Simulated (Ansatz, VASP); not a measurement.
Mg in VASP and in Ansatz

Contents of INCAR:

```
SYSTEM = Mg
PREC = Accurate
ENCUT = 600
EDIFF = 1E-6
ISMEAR = 0
SIGMA = 0.1
LREAL = .False.
LASPH = .True.
NELM = 80
ALGO = Normal
ISIF = 3
LWAVE = .False.
LCHARG = .False.
GGA = PS
IBRION = 2
NSW = 100
EDIFFG = -0.005
```

Contents of KPOINTS:

```
Automatic mesh
0
Gamma
  16 16 16
  0 0 0
```

Contents of POSCAR:

```
Mg
1.0
   -1.8359916300      1.8359916300      1.6794040200
    1.8359916300     -1.8359916300      1.6794040200
    1.8359916300      1.8359916300     -1.6794040200
Mg
1
Direct
    0.0000000000      0.0000000000      0.0000000000
```

Input for Ansatz:

```yaml
crystal:
  lattice:
    - [-1.83599163, 1.83599163, 1.67940402]
    - [1.83599163, -1.83599163, 1.67940402]
    - [1.83599163, 1.83599163, -1.67940402]
  atoms:
    - { symbol: Mg, position: [0.0, 0.0, 0.0] }
basis:
  ecutwfc: 420
kpoints:
  mp_grid: { grid: [16, 16, 16] }
hamiltonian:
  xc: pbesol
scf:
  occupations: { method: gaussian, width: 0.1 }
output:
  forces: true
  stress: true
  eigenvalues: true
relax:
  adjacent_minimum: "off"
  f_tol: 0.005
  max_steps: 80
  cell: { stress_tol: 0.05 }
```

Alike in both runs: task relaxation of cell and atoms; functional PBEsol; k mesh 16 × 16 × 16; occupations gaussian, width 0.1 eV; no spin polarisation.

|  | VASP | Ansatz |
| --- | --- | --- |
| version | VASP 6.6.1 | Ansatz 0.2.0 |
| potentials or method | VASP PAW PBE potentials, release 64 (Mg), cutoff 600 eV | scalar-relativistic, plane waves, PAW |
| valence electrons in the cell | 2 | 10 |

VASP gave:

- gap on the k mesh at the Fermi level, each at its own relaxed structure (eV): none
- relaxed volume (Å³/atom): 22.49
- relaxed cell length with the largest relative difference (Å): 3.083

Q: Which values does Ansatz return?

A: gap on the k mesh at the Fermi level, each at its own relaxed structure (eV): none; relaxed volume (Å³/atom): 22.55; relaxed cell length with the largest relative difference (Å): 3.086.

VASP's potentials were made for PBE, not for PBEsol. A gap of «none» marks a metal or a gap that the smearing closes. VASP's potentials hold 2 valence electrons a cell and Ansatz's 10, so a difference there can come from the potentials and not from the codes.
